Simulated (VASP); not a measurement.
# K3TeH (P6mm) in VASP: further runs, part 2 of 2

VASP 6.6.1. Earlier steps stand in the parts before.

### 3 Single point, PBE

This run uses another cell than the first one, of 53.74 Å³/atom, 1.556 times its volume.

File INCAR:

```
ALGO = Normal
EDIFF = 1E-6
ENCUT = 520
GGA = PE
ISIF = 2
ISMEAR = 0
LASPH = True
LCHARG = True
LELF = True
LREAL = False
LVHAR = True
LWAVE = False
NBANDS = 25
NELM = 60
PREC = Accurate
SIGMA = 0.1
```

File KPOINTS:

```
k-points
0
Gamma
  6 6 4
```

File POSCAR:

```
K3TeH
1.0
    5.7096896328      0.0000000030      0.0000000000
   -2.8548448190      4.9447362683      0.0000000000
    0.0000000000      0.0000000000      9.5167216708
K Te H
3 1 1
Direct
    0.3333333333      0.6666666667      0.3679590894
    0.6666666667      0.3333333333      0.3679590894
    0.0000000000      0.0000000000      0.8876456604
    0.0000000000      0.0000000000      0.2395628172
    0.0000000000      0.0000000000      0.6294044336
```

Potentials or basis: VASP PAW PBE potentials, release 64 (K_sv, Te, H).

Started as:

```bash
$ cat potpaw_PBE.64/K_sv/POTCAR potpaw_PBE.64/Te/POTCAR potpaw_PBE.64/H/POTCAR > POTCAR
$ mpirun -np 1 vasp_std > vasp.out
```

OUTCAR:

```text
EDIFF = 1E-6
   ENCUT = 520
   GGA = PE
   ISIF = 2
   ISMEAR = 0
   LASPH = True
   LREAL = False
   NELM = 60
   PREC = Accurate

 ion  position               nearest neighbor table
   1  0.333  0.667  0.368-   2 3.30   2 3.30   2 3.30   4 3.52   4 3.52   4 3.52
   2  0.667  0.333  0.368-   1 3.30   1 3.30   1 3.30   4 3.52   4 3.52   4 3.52
   3  0.000  0.000  0.888-   4 3.35
   4  0.000  0.000  0.240-   3 3.35   2 3.52   1 3.52   2 3.52   1 3.52   2 3.52   1 3.52
   5  0.000  0.000  0.629-

  LATTYP: Found a hexagonal cell.
 ALAT       =     5.7096896328
 C/A-ratio  =     1.6667668968

  Lattice vectors:

 A1 = (   5.7096896328,   0.0000000030,   0.0000000000)
 A2 = (  -2.8548448190,   4.9447362683,   0.0000000000)
 A3 = (   0.0000000000,   0.0000000000,   9.5167216708)

Analysis of symmetry for initial positions (statically):
=====================================================================
 Subroutine PRICEL returns:
 Original cell was already a primitive cell.

 Routine SETGRP: Setting up the symmetry group for a
 hexagonal supercell.

 Subroutine GETGRP returns: Found 12 space group operations
 (whereof 12 operations were pure point group operations)
 out of a pool of 24 trial point group operations.

The static configuration has the point symmetry C_6v.

Analysis of symmetry for dynamics (positions and initial velocities):
=====================================================================
 Subroutine PRICEL returns:
 Original cell was already a primitive cell.

 Routine SETGRP: Setting up the symmetry group for a
 hexagonal supercell.

 Subroutine GETGRP returns: Found 12 space group operations
 (whereof 12 operations were pure point group operations)
 out of a pool of 24 trial point group operations.

The dynamic configuration has the point symmetry C_6v.

 Subroutine INISYM returns: Found 12 space group operations
 (whereof 12 operations are pure point group operations),
[... 117 lines left out ...]
     AMIX     =   0.40;   BMIX     =  1.00
     AMIX_MAG =   1.60;   BMIX_MAG =  1.00
  volume/ion in A,a.u.               =      53.74       362.63
  Fermi-wavevector in a.u.,A,eV,Ry     =   0.821902  1.553170  9.191051  0.675523
  Thomas-Fermi vector in A             =   1.933143
   LORBIT       =      0    0 simple, 1 ext, 2 COOP (PROOUT), +10 PAW based schemes
   GGA     = PE    functional components
   LHFCALC =     F    Hartree Fock is set to
   AEXX    =    0.0000 exact exchange contribution
   IVDW    =     0    specifies the selected vdW correction
   LEPSILON=     F    determine dielectric tensor
   LRPA    =     F    only Hartree local field effects (RPA)
 non-spin polarized calculation
 Gauss-broadening in eV      SIGMA  =   0.10
  energy-cutoff  :      520.00
  volume of cell :      268.68
 maximum number of plane-waves:      7277
   NGX = 21   NGY = 21   NGZ = 35

 number of electron      33.9999994 magnetization

 Free energy of the ion-electron system (eV)
  ---------------------------------------------------
  ext. energy  EPLUGINS =         0.00000000
  ---------------------------------------------------
  free energy    TOTEN  =       -11.22161418 eV

  energy without entropy =      -11.22161418  energy(sigma->0) =      -11.22161418

 E-fermi :  -0.0954     XC(G=0):  -5.4637

 val. band max:       -0.6186711672   @ k =   0.3333   0.3333   0.5000
 cond. band min:       0.7733283846   @ k =   0.0000   0.0000   0.5000
 fundamental gap:      1.3919995518
 Fermi energy:        -0.0954495468

 k-point     1 :       0.0000    0.0000    0.0000
  band No.  band energies     occupation
      1     -31.9217      2.00000
      2     -31.7845      2.00000
      3     -31.4554      2.00000
      4     -15.6187      2.00000
      5     -15.6187      2.00000
      6     -15.4077      2.00000
[... 577 lines left out ...]
     24       3.7635      0.00000
     25       3.7635      0.00000

------------------------ aborting loop because EDIFF is reached ----------------------------------------

  FORCE on cell =-STRESS in cart. coord.  units (eV):
  Direction    XX          YY          ZZ          XY          YZ          ZX
  --------------------------------------------------------------------------------------
  -------------------------------------------------------------------------------------
  Total        0.3157553      0.3157553     -0.1434717     -0.0000000     -0.0000000      0.0000000
  in kB        1.8828608      1.8828608     -0.8555272     -0.0000000     -0.0000000      0.0000000
  external PRESSURE =       0.9700648 kB  Pullay stress =       0.0000000 kB

 VOLUME and BASIS-vectors are now :
 -----------------------------------------------------------------------------
  energy-cutoff  :      520.00
  volume of cell :      268.68
      direct lattice vectors                 reciprocal lattice vectors
     5.709689633  0.000000003  0.000000000     0.175140868  0.101117628  0.000000000
    -2.854844819  4.944736268  0.000000000    -0.000000000  0.202235255  0.000000000
     0.000000000  0.000000000  9.516721671     0.000000000  0.000000000  0.105078202

 POSITION                                       TOTAL-FORCE (eV/Angst)
 -----------------------------------------------------------------------------------
     -0.00000      3.29649      3.50176         0.000000     -0.000000      0.000634
      2.85484      1.64825      3.50176        -0.000000      0.000000      0.000634
      0.00000      0.00000      8.44748        -0.000000     -0.000000     -0.024735
      0.00000      0.00000      2.27985        -0.000000     -0.000000      0.016121
      0.00000      0.00000      5.98987        -0.000000     -0.000000      0.007345
 -----------------------------------------------------------------------------------
    total drift:                               -0.000000     -0.000000     -0.001242

  FREE ENERGIE OF THE ION-ELECTRON SYSTEM (eV)
  ---------------------------------------------------
  free  energy   TOTEN  =       -11.2216141752 eV

  energy  without entropy=      -11.2216141752  energy(sigma->0) =      -11.22161418
```

OSZICAR:

```text
N       E                     dE             d eps       ncg     rms          rms(c)
DAV:   1     0.226091137058E+03    0.22609E+03   -0.13816E+04  1050   0.108E+03
DAV:   2     0.618584686820E+01   -0.21991E+03   -0.21293E+03  1229   0.293E+02
DAV:   3    -0.127067107869E+02   -0.18893E+02   -0.18839E+02  1732   0.691E+01
DAV:   4    -0.134270730629E+02   -0.72036E+00   -0.71823E+00  1564   0.137E+01
DAV:   5    -0.134602907889E+02   -0.33218E-01   -0.33216E-01  1620   0.217E+00    0.669E+00
DAV:   6    -0.116443891353E+02    0.18159E+01   -0.19744E+00  1242   0.413E+00    0.467E+00
DAV:   7    -0.112004235712E+02    0.44397E+00   -0.22999E+00  1251   0.374E+00    0.269E+00
DAV:   8    -0.112460613099E+02   -0.45638E-01   -0.51094E-01  1586   0.188E+00    0.825E-01
DAV:   9    -0.112114068116E+02    0.34654E-01   -0.13190E-01  1355   0.932E-01    0.358E-01
DAV:  10    -0.112167515107E+02   -0.53447E-02   -0.21240E-02  1444   0.430E-01    0.209E-01
DAV:  11    -0.112204896815E+02   -0.37382E-02   -0.11322E-02  1202   0.363E-01    0.772E-02
DAV:  12    -0.112213310436E+02   -0.84136E-03   -0.39992E-03  1561   0.183E-01    0.622E-02
DAV:  13    -0.112214889223E+02   -0.15788E-03   -0.87250E-04  1388   0.834E-02    0.429E-02
DAV:  14    -0.112216124655E+02   -0.12354E-03   -0.24065E-04  1442   0.497E-02    0.372E-02
DAV:  15    -0.112216016211E+02    0.10844E-04   -0.15353E-04  1187   0.309E-02    0.792E-03
DAV:  16    -0.112216096908E+02   -0.80697E-05   -0.13373E-05  1234   0.119E-02    0.397E-03
DAV:  17    -0.112216138019E+02   -0.41111E-05   -0.53485E-06   976   0.793E-03    0.481E-03
DAV:  18    -0.112216141752E+02   -0.37330E-06   -0.20627E-06  1156   0.425E-03
   1 F= -.11221614E+02 E0= -.11221614E+02  d E =-.134149E-14
```

stdout:

```text
POSCAR found type information on POSCAR K TeH
 POSCAR found :  3 types and       5 ions
 scaLAPACK will be used
 LDA part: xc-table for (Slater+PW92), standard interpolation
 POSCAR, INCAR and KPOINTS ok, starting setup
 FFT: planning ... GRIDC
 FFT: planning ... GRID_SOFT
 FFT: planning ... GRID
 WAVECAR not read
 entering main loop
```

It took 1.8 min on 1 thread of Intel Xeon Platinum 8559C (Emerald Rapids), shared host; peak memory 0.41 GiB.

Results:

| Item | Value |
| --- | --- |
| Free energy | -11.2216 eV |
| Pressure | 0.1 GPa |
| Largest force | 0.025 eV/Å |
| Band gap on the k mesh | 1.39 eV, indirect (least direct gap 1.66 eV) |

Forces on the atoms (eV/Å):
```
K    0.000  0.000  0.001
K    0.000  0.000  0.001
K    0.000  0.000 -0.025
Te   0.000  0.000  0.016
H    0.000  0.000  0.007
```

Stress tensor (GPa, compression positive):
```
 0.19  0.00  0.00
 0.00  0.19  0.00
 0.00  0.00 -0.09
```

Caveat: spin-orbit coupling is left out, which moves the levels of the heavy elements.

### 4 Single point, PBE

This run uses another cell than the first one, of 54.86 Å³/atom, 1.588 times its volume.

File INCAR:

```
SYSTEM = K3TeH
  ALGO = Normal
  EDIFF = 1E-6
  ENCUT = 520
  GGA = PE
  ISIF = 2
  ISMEAR = 0
  LASPH = .TRUE.
  LCHARG = .TRUE.
  LELF = .TRUE.
  LREAL = .FALSE.
  LVHAR = .TRUE.
  LWAVE = .FALSE.
  NBANDS = 25
  NELM = 100
  PREC = Accurate
  SIGMA = 0.02
```

File KPOINTS:

```
k-points
0
G
  6 6 4
  0 0 0
```

File POSCAR:

```
K3TeH
1.0
    5.7772814732      0.0000000000      0.0000000000
   -2.8886407366      5.0032725206      0.0000000000
    0.0000000000      0.0000000000      9.4888329477
K Te H
3 1 1
Direct
    0.3333333333      0.6666666667      0.3650860906
    0.6666666667      0.3333333333      0.3650860906
    0.0000000000      0.0000000000      0.8882398768
    0.0000000000      0.0000000000      0.2427369664
    0.0000000000      0.0000000000      0.6313820656
```

Started as:

```bash
$ cat potpaw_PBE.64/K_sv/POTCAR potpaw_PBE.64/Te/POTCAR potpaw_PBE.64/H/POTCAR > POTCAR
$ mpirun -np 1 vasp_std > vasp.out
```

Run time: 1.9 min. Hardware: 1 thread of Intel Xeon Platinum 8559C (Emerald Rapids), shared host; peak memory 0.47 GiB.

The run converged. Its results:

* Free energy: -11.2263 eV
* Pressure: 0.0 GPa
* Largest force: 0.007 eV/Å
* Band gap on the k mesh: 1.33 eV, indirect (least direct gap 1.59 eV)

Forces on the atoms (eV/Å):
```
K    0.000  0.000  0.004
K    0.000  0.000  0.004
K    0.000  0.000  0.003
Te   0.000  0.000 -0.007
H    0.000  0.000 -0.005
```

Levels at points of the mesh, in eV from the valence-band top:
```csv
k point,band 15,band 16,band 17,band 18,band 19,band 20
"(0.00, 0.00, 0.00)",-0.95,-0.95,-0.79,1.54,2.72,3.78
"(0.50, 0.00, 0.00)",-1.03,-0.97,-0.46,2.22,2.63,2.80
"(0.00, 0.00, 0.50)",-0.96,-0.96,-0.26,1.33,2.39,4.15
"(0.50, 0.00, 0.50)",-1.31,-0.97,-0.03,2.02,2.73,3.17
```

Caveat: spin-orbit coupling is left out, which moves the levels of the heavy elements.

### 5 Summary

```csv
cell,smearing,gap on the mesh (eV),pressure (GPa),largest force (eV/Å)
"a = 5.505, b = 5.505, c = 6.579 Å, angles 90.0, 90.0, 120.0°, 5 atoms",gaussian 0.1 eV,none,7.0,4.39
"a = 5.710, b = 5.710, c = 9.517 Å, angles 90.0, 90.0, 120.0°, 5 atoms",gaussian 0.1 eV,1.39,0.1,0.02
"a = 5.777, b = 5.777, c = 9.489 Å, angles 90.0, 90.0, 120.0°, 5 atoms",gaussian 0.02 eV,1.33,0.0,0.01
```

Alike in all rows: task single point; level PBE; potentials or basis VASP PAW PBE potentials, release 64 (K_sv, Te, H); no spin polarisation; k mesh 6 × 6 × 4; cutoff (eV) 520.

Caveats: spin-orbit coupling is left out, which moves the levels of the heavy elements; forces of over 1 eV/Å act on the atoms, so gaps and moduli don't describe the material at rest (some runs).

Absolute energies hang on the potentials; compare differences alone.
